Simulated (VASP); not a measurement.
Set up this calculation in VASP 6.6.1, as the native input.

```yaml
Task: single point
Functional: PBE
Potentials_or_basis: VASP PAW PBE potentials, release 64 (Mo_sv, S)
Cutoff: 520 eV
k_mesh: 12 × 12 × 12
Occupations: gaussian, width 0.02 eV
Spin: no spin polarisation
Dipole_correction: no
Further_INCAR_settings: ALGO = Normal; EDIFF = 1e-06; NBANDS = 20
```

The structure of MoS2 lies in POSCAR:

```
MoS2
1.0
    1.5927293633      0.9195627266      7.1592191298
   -1.5927293633      0.9195627266      7.1592191298
    0.0000000000     -1.8391254533      7.1592191298
Mo S
1 2
Direct
    0.9997761676      0.9997761676      0.9997761676
    0.4058819080      0.4058819080      0.4058819080
    0.2603429444      0.2603429444      0.2603429444
```

One way to write it, as run:

INCAR

```
  PREC = Accurate
  ENCUT = 520
  EDIFF = 1E-6
  ISMEAR = 0
  SIGMA = 0.02
  LREAL = F
  LASPH = T
  NELM = 80
  ALGO = Normal
  ISIF = 2
  LWAVE = F
  LCHARG = T
  GGA = PE
  LELF = T
  LVHAR = T
  NBANDS = 20
```

KPOINTS

```
Automatic mesh
0
Gamma
  12 12 12
```

Potentials or basis: VASP PAW PBE potentials, release 64 (Mo_sv, S).

Launch:

```bash
$ cat potpaw_PBE.64/Mo_sv/POTCAR potpaw_PBE.64/S/POTCAR > POTCAR
$ mpirun -np 1 vasp_std > vasp.out
```

Results of the run:

| Property | Result |
| --- | --- |
| Pressure | -0.1 GPa |
| Largest force | 0.024 eV/Å |
| Band gap on the k mesh | 1.40 eV (least direct gap 1.68 eV) |

It took 22 min on 1 thread of Intel Xeon 8259CL, on a shared host, peak memory 0.55 GiB.
